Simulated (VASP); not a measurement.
# Ni (Fm-3m) in VASP: notebook

The runs below take Ni through single point, with LDA.

All numbers are computed with VASP 6.6.1; they aren't measurements. Logs are shortened: lines on timing, memory, paths and dates and some standing lists are left out, and cuts for length are marked.

**1. The cell of the first run**

Symmetry: Fm-3m, No. 225, cubic system. The conventional cell has a = 3.619 Å, b = 3.619 Å, c = 3.619 Å, α = 90.00°, β = 90.00°, γ = 90.00°. Ni (site symmetry m-3m) has 12 Ni at 2.56 Å within 3.4 Å.

**2. Single point, LDA, collinear spin, ferromagnetic start**

Input file INCAR:

```
SYSTEM = Ni
  PREC = Accurate
  ENCUT = 520
  EDIFF = 1E-7
  ISMEAR = 0
  SIGMA = 0.15
  LREAL = .False.
  LASPH = .True.
  NELM = 150
  ALGO = Normal
  ISIF = 2
  LWAVE = .False.
  LCHARG = .False.
  ISPIN = 2
  MAGMOM = 0.375
  LORBIT = 11
  NUPDOWN = 0.375
  LMAXMIX = 4
  GGA = CA
  NBANDS = 15
```

Input file KPOINTS:

```
regular mesh
0
Gamma
  24 24 24
  0 0 0
```

Input file POSCAR:

```
Ni
1.0
    0.0000000000      1.8092629499      1.8092629499
    1.8092629499      0.0000000000      1.8092629499
    1.8092629499      1.8092629499      0.0000000000
Ni
1
Direct
    0.0000000000      0.0000000000      0.0000000000
```

Potentials or basis: VASP PAW LDA potentials, release 64 (Ni).

Run with:

```
cat potpaw_LDA.64/Ni/POTCAR > POTCAR
mpirun -np 1 vasp_std > vasp.out
```

OUTCAR:

```text
SYSTEM = Ni
   PREC = Accurate
   ENCUT = 520
   EDIFF = 1E-7
   ISMEAR = 0
   LREAL = .False.
   LASPH = .True.
   NELM = 150
   ISIF = 2
   ISPIN = 2
   LORBIT = 11
   NUPDOWN = 0.375
   GGA = CA

 ion  position               nearest neighbor table
   1  0.000  0.000  0.000-

  LATTYP: Found a face centered cubic cell.
 ALAT       =     3.6185258998

  Lattice vectors:

 A1 = (   0.0000000000,   1.8092629499,   1.8092629499)
 A2 = (   1.8092629499,   0.0000000000,   1.8092629499)
 A3 = (   1.8092629499,   1.8092629499,   0.0000000000)

Analysis of symmetry for initial positions (statically):
=====================================================================
 Subroutine PRICEL returns:
 Original cell was already a primitive cell.

 Routine SETGRP: Setting up the symmetry group for a
 face centered cubic supercell.

 Subroutine GETGRP returns: Found 48 space group operations
 (whereof 48 operations were pure point group operations)
 out of a pool of 48 trial point group operations.

The static configuration has the point symmetry O_h .

Analysis of symmetry for dynamics (positions and initial velocities):
=====================================================================
 Subroutine PRICEL returns:
 Original cell was already a primitive cell.

 Routine SETGRP: Setting up the symmetry group for a
 face centered cubic supercell.

 Subroutine GETGRP returns: Found 48 space group operations
 (whereof 48 operations were pure point group operations)
 out of a pool of 48 trial point group operations.

The dynamic configuration has the point symmetry O_h .

Analysis of structural, dynamic, and magnetic symmetry:
=====================================================================
 Subroutine PRICEL returns:
 Original cell was already a primitive cell.

 Routine SETGRP: Setting up the symmetry group for a
 face centered cubic supercell.

 Subroutine GETGRP returns: Found 48 space group operations
 (whereof 48 operations were pure point group operations)
 out of a pool of 48 trial point group operations.

The overall configuration has the point symmetry O_h .

 Subroutine INISYM returns: Found 48 space group operations
 (whereof 48 operations are pure point group operations),
 and found     1 'primitive' translations

----------------------------------------------------------------------------------------

                                     Primitive cell

  volume of cell :      11.8450

  direct lattice vectors                    reciprocal lattice vectors
     0.000000000  1.809262950  1.809262950    -0.276355629  0.276355629  0.276355629
     1.809262950  0.000000000  1.809262950     0.276355629 -0.276355629  0.276355629
     1.809262950  1.809262950  0.000000000     0.276355629  0.276355629 -0.276355629

  length of vectors
     2.558684202  2.558684202  2.558684202     0.478661990  0.478661990  0.478661990

  position of ions in fractional coordinates (direct lattice)
     0.000000000  0.000000000  0.000000000

  ion indices of the primitive-cell ions
   primitive index   ion index
                 1           1

----------------------------------------------------------------------------------------

 KPOINTS: regular mesh

Automatic generation of k-mesh.
 Grid dimensions read from file:
 generate k-points for:   24   24   24

 Generating k-lattice:

  Cartesian coordinates                     Fractional coordinates (reciprocal lattice)
    -0.011514818  0.011514818  0.011514818     0.041666667  0.000000000  0.000000000
     0.011514818 -0.011514818  0.011514818     0.000000000  0.041666667  0.000000000
     0.011514818  0.011514818 -0.011514818     0.000000000  0.000000000  0.041666667

  Length of vectors
     0.019944250  0.019944250  0.019944250

  Shift w.r.t. Gamma in fractional coordinates (k-lattice)
     0.000000000  0.000000000  0.000000000

 Subroutine IBZKPT returns following result:
 ===========================================

 Found    413 irreducible k-points:

 Following reciprocal coordinates:
            Coordinates               Weight
  0.000000  0.000000  0.000000      1.000000
  0.041667  0.000000  0.000000      8.000000
  0.083333  0.000000  0.000000      8.000000
  0.125000  0.000000  0.000000      8.000000
  0.166667  0.000000  0.000000      8.000000
  0.208333  0.000000  0.000000      8.000000
[... 16 lines left out ...]
  0.416667  0.041667  0.000000     24.000000
  0.458333  0.041667  0.000000     24.000000
 [... further k-points ...]
   k-points           NKPTS =    413   k-points in BZ     NKDIM =    413   number of bands    NBANDS=     15
   number of dos      NEDOS =    301   number of ions     NIONS =      1
   total plane-waves  NPLWV =   8000
   dimension x,y,z NGX =    20 NGY =   20 NGZ =   20
   dimension x,y,z NGXF=    40 NGYF=   40 NGZF=   40
   ions per type =               1
   NGX,Y,Z   is equivalent  to a cutoff of  12.99, 12.99, 12.99 a.u.
   NGXF,Y,Z  is equivalent  to a cutoff of  25.99, 25.99, 25.99 a.u.
 SYSTEM =  Ni
   PREC   = accura    normal or accurate (medium, high low for compatibility)
   ISTART =      0    job   : 0-new  1-cont  2-samecut
   ICHARG =      2    charge: 1-file 2-atom 10-const
   ISPIN  =      2    spin polarized calculation?
   LNONCOLLINEAR =      F non collinear calculations
   LSORBIT =      F    spin-orbit coupling
   LASPH  =      T    aspherical Exc in radial PAW
   ENCUT  =  520.0 eV  38.22 Ry    6.18 a.u.   4.76  4.76  4.76*2*pi/ulx,y,z
   NELM   =    150;   NELMIN=  2; NELMDL= -5     # of ELM steps
   EDIFF  = 0.1E-06   stopping-criterion for ELM
   LREAL  =      F    real-space projection
   EDIFFG = 0.1E-05   stopping-criterion for IOM
   NSW    =      0    number of steps for IOM
   IBRION =     -1    ionic relax: 0-MD 1-quasi-New 2-CG
   NFREE  =      0    steps in history (QN), initial steepest desc. (CG)
   ISIF   =      2    stress and relaxation
   ISYM   =      2    0-nonsym 1-usesym 2-fastsym
   POTIM  = 0.5000    time-step for ionic-motion
   TEBEG  =    0.0;   TEEND  =   0.0 temperature during run
   PSTRESS=    0.0 pullay stress
   NELECT =      10.0000    total number of electrons
   NUPDOWN=       0.3750    fix difference up-down
   EMIN   =  10.00;   EMAX   =-10.00  energy-range for DOS
   EFERMI =   0.00;   METHOD = LEGACY
   ISMEAR =     0;   SIGMA  =   0.15  broadening in eV -4-tet -1-fermi 0-gaus
   EFERMI_NEDOS =   21; number of points for ismear=-14 and -15
   IALGO  =     38    algorithm
   IMIX   =      4    mixing-type and parameters
     AMIX     =   0.40;   BMIX     =  1.00
     AMIX_MAG =   1.60;   BMIX_MAG =  1.00
  volume/ion in A,a.u.               =      11.84        79.93
  Fermi-wavevector in a.u.,A,eV,Ry     =   1.547259  2.923896 32.572508  2.394012
  Thomas-Fermi vector in A             =   2.652378
   LORBIT       =     11    0 simple, 1 ext, 2 COOP (PROOUT), +10 PAW based schemes
   GGA     = CA    functional components
   LHFCALC =     F    Hartree Fock is set to
   AEXX    =    0.0000 exact exchange contribution
   IVDW    =     0    specifies the selected vdW correction
   LEPSILON=     F    determine dielectric tensor
   LRPA    =     F    only Hartree local field effects (RPA)
 spin polarized calculation
 Gauss-broadening in eV      SIGMA  =   0.15
  energy-cutoff  :      520.00
  volume of cell :       11.84
 maximum number of plane-waves:       332
   NGX =  9   NGY =  9   NGZ =  9

 number of electron      10.0000000 magnetization       0.3750000

 number of electron       9.9999989 magnetization       0.3749999

 Free energy of the ion-electron system (eV)
  ---------------------------------------------------
  ext. energy  EPLUGINS =         0.00000000
  ---------------------------------------------------
  free energy    TOTEN  =        -6.38486174 eV

  energy without entropy =       -6.35132240  energy(sigma->0) =       -6.36809207

 E-fermi :   7.8201     XC(G=0): -13.1139

 val. band max:        7.8187658801   @ k =  -0.4167   0.2917   0.1250
 cond. band min:       7.6330857106   @ k =   0.3750   0.2083   0.0000
 fundamental gap:     -0.1856801695
 Fermi energy:         7.6310550519

 spin component 1

 k-point     1 :       0.0000    0.0000    0.0000
  band No.  band energies     occupation
      1      -0.5285      1.00000
      2       5.8582      1.00000
      3       5.8582      1.00000
      4       5.8582      1.00000
      5       6.8719      1.00000
      6       6.8719      1.00000
      7      30.9363      0.00000
      8      34.0335      0.00000
      9      34.0335      0.00000
     10      34.0335      0.00000
     11      36.8015      0.00000
     12      36.8015      0.00000
     13      36.8015      0.00000
     14      40.1061      0.00000
     15      45.2434      0.00000
[... 397 lines left out ...]
 k-point    24 :       0.4583    0.0417    0.0000
  band No.  band energies     occupation
      1       3.5870      1.00000
      2       5.8448      1.00000
      3       5.8971      1.00000
      4       6.9031      1.00000
      5       7.4724      0.93262
      6       7.8682      0.01269
      7      13.8497      0.00000
      8      29.2558      0.00000
      9      30.2128      0.00000
     10      30.8297      0.00000
     11      34.7044      0.00000
     12      35.0976      0.00000
     13      39.9264      0.00000
     14      49.2260      0.00000
     15      51.4907      0.00000

 [... further k-points ...]

 spin component 2

 k-point     1 :       0.0000    0.0000    0.0000
  band No.  band energies     occupation
      1      -0.5174      1.00000
      2       6.2488      1.00000
      3       6.2488      1.00000
      4       6.2488      1.00000
      5       7.2251      1.00000
      6       7.2251      1.00000
      7      30.9062      0.00000
      8      34.0555      0.00000
      9      34.0555      0.00000
     10      34.0555      0.00000
     11      36.8883      0.00000
     12      36.8883      0.00000
     13      36.8883      0.00000
     14      40.0737      0.00000
     15      45.3276      0.00000
[... 397 lines left out ...]
 k-point    24 :       0.4583    0.0417    0.0000
  band No.  band energies     occupation
      1       3.8059      1.00000
      2       6.1904      1.00000
      3       6.2482      1.00000
      4       7.0925      1.00000
      5       7.8808      0.28358
      6       8.1402      0.00127
      7      14.0462      0.00000
      8      29.2343      0.00000
      9      30.2753      0.00000
     10      30.8916      0.00000
     11      34.7563      0.00000
     12      35.1559      0.00000
     13      40.0140      0.00000
     14      49.2912      0.00000
     15      51.5419      0.00000

 [... further k-points ...]
[... 5 lines left out ...]
  --------------------------------------------------------------------------------------
  -------------------------------------------------------------------------------------
  Total       -2.0950254     -2.0950254     -2.0950254     -0.0000000      0.0000000      0.0000000
  in kB     -283.3771338   -283.3771338   -283.3771338     -0.0000000      0.0000000      0.0000000
  external PRESSURE =    -283.3771338 kB  Pullay stress =       0.0000000 kB

 VOLUME and BASIS-vectors are now :
 -----------------------------------------------------------------------------
  energy-cutoff  :      520.00
  volume of cell :       11.84
      direct lattice vectors                 reciprocal lattice vectors
     0.000000000  1.809262950  1.809262950    -0.276355629  0.276355629  0.276355629
     1.809262950  0.000000000  1.809262950     0.276355629 -0.276355629  0.276355629
     1.809262950  1.809262950  0.000000000     0.276355629  0.276355629 -0.276355629

 POSITION                                       TOTAL-FORCE (eV/Angst)
 -----------------------------------------------------------------------------------
      0.00000      0.00000      0.00000         0.000000      0.000000      0.000000
 -----------------------------------------------------------------------------------
    total drift:                                0.000000      0.000000      0.000000

  FREE ENERGIE OF THE ION-ELECTRON SYSTEM (eV)
  ---------------------------------------------------
  free  energy   TOTEN  =        -6.3848617390 eV

  energy  without entropy=       -6.3513224007  energy(sigma->0) =       -6.36809207

 total charge

# of ion       s       p       d       tot
------------------------------------------
    1        0.463   0.422   8.302   9.186

 magnetization (x)

# of ion       s       p       d       tot
------------------------------------------
    1       -0.005  -0.014   0.404   0.384
```

It took 57 s on 1 thread of Intel Xeon 6975P-C (Granite Rapids), shared host; peak memory 0.21 GiB.

What came out:

```yaml
Free_energy: -6.3849 eV
Pressure: -28.3 GPa
Net_moment: 0.37 μB per cell
Site_moments: Ni +0.38 μB
Valence_electrons_inside_the_program's_atomic_spheres: Ni 9.19
```

Caveat: the total moment is fixed, so each spin has its own Fermi level.

**3. Single point, LDA, collinear spin, ferromagnetic start**

This run uses another cell than the first one, of 9.44 Å³/atom, 0.797 times its volume.

Input file INCAR:

```
SYSTEM = Ni
  PREC = Accurate
  ENCUT = 520
  EDIFF = 1E-6
  ISMEAR = 0
  SIGMA = 0.15
  LREAL = .FALSE.
  LASPH = .TRUE.
  NELM = 150
  ALGO = Fast
  ISIF = 2
  LWAVE = .FALSE.
  LCHARG = .TRUE.
  ISPIN = 2
  MAGMOM = 0.125
  LORBIT = 11
  NUPDOWN = 0.125
  LMAXMIX = 4
  GGA = CA
  LELF = .TRUE.
  LVHAR = .TRUE.
  NBANDS = 15
```

Input file KPOINTS:

```
Automatic mesh
0
G
  24 24 24
  0 0 0
```

Input file POSCAR:

```
Ni
1.0
    0.0000000000      1.6772043451      1.6772043451
    1.6772043451      0.0000000000      1.6772043451
    1.6772043451      1.6772043451      0.0000000000
Ni
1
Direct
    0.0000000000      0.0000000000      0.0000000000
```

Potentials or basis: VASP PAW LDA potentials, release 64 (Ni).

Run with:

```
cat potpaw_LDA.64/Ni/POTCAR > POTCAR
mpirun -np 1 vasp_std > vasp.out
```

It took 68 s on 1 thread of AMD EPYC 9R45 (Zen 5), shared host; peak memory 0.16 GiB.

Results (log left out):

```
Free energy                                           : -6.5350 eV
Pressure                                              : 16.9 GPa
Net moment                                            : 0.12 μB per cell
Site moments                                          : Ni +0.12 μB
Valence electrons inside the program's atomic spheres : Ni 9.61
```

Caveat: the total moment is fixed, so each spin has its own Fermi level.

(Continued in part 2 of 2.)
